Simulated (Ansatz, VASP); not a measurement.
C in VASP and in Ansatz

The input INCAR:

```
SYSTEM = C
PREC = Accurate
ENCUT = 520
EDIFF = 1E-8
ISMEAR = -1
SIGMA = 0.03
LREAL = .FALSE.
LASPH = .TRUE.
NELM = 80
ALGO = Normal
ISIF = 2
LWAVE = .FALSE.
LCHARG = .FALSE.
LEFG = .TRUE.
NBANDS = 11
```

File KPOINTS:

```
Automatic mesh
0
G
  16 16 16
  0 0 0
```

Contents of POSCAR:

```
C
1.0
   -0.0356680000      1.7655660000      1.7655660000
    1.7655660000     -0.0356680000      1.7655660000
    1.7655660000      1.7655660000     -0.0356680000
C
2
Direct
    0.5000000000      0.5000000000      0.5000000000
    0.7500000000      0.7500000000      0.7500000000
```

Input for Ansatz:

```yaml
crystal:
  lattice:
    - [-0.035668, 1.765566, 1.765566]
    - [1.765566, -0.035668, 1.765566]
    - [1.765566, 1.765566, -0.035668]
  atoms:
    - { symbol: C, position: [0.5, 0.5, 0.5] }
    - { symbol: C, position: [0.75, 0.75, 0.75] }
kpoints:
  mp_grid: { grid: [16, 16, 16] }
scf:
  occupations: { method: fermi_dirac, width: 0.03 }
hamiltonian:
  xc: lda
  pseudopotentials: { kind: all_electron, datasets: crystal }
output:
  forces: true
  stress: true
  eigenvalues: true
  efg: { contact_densities: true }
```

Change from the starting cell: equal xy, yz and zx shear strains of -2 %, crystal datasets.

Alike in both runs: task electric field gradients; functional LDA; k mesh 16 × 16 × 16; occupations fermi-dirac, width 0.03 eV; no spin polarisation.

|  | VASP | Ansatz |
| --- | --- | --- |
| version | VASP 6.6.1 | Ansatz 0.2.0 |
| potentials or method | VASP PAW LDA potentials, release 64 (C), cutoff 520 eV | all-electron PAW with datasets made for the crystal, scalar-relativistic |

VASP gave:

* gap on the k mesh at the Fermi level (eV): 4.05
* pressure (GPa): -11.0
* traceless stress, the component that is largest in VASP (GPa): 11.50
* rms of the force components (eV/Å): 0.088
* size of Vzz on the site where it differs most (V/Å²): 4.5

Q: What did Ansatz give for the same quantities?

A: gap on the k mesh at the Fermi level (eV): 4.05; pressure (GPa): -12.4; traceless stress, the component that is largest in VASP (GPa): 11.45; rms of the force components (eV/Å): 0.083; size of Vzz on the site where it differs most (V/Å²): 4.2.

LDA's correlation is that of Perdew and Zunger in VASP and of Perdew and Wang (1992) in Ansatz. Atom by atom the forces differ by 0.005 eV/Å (rms over components). Ansatz ran all-electron here, and VASP with PAW potentials.
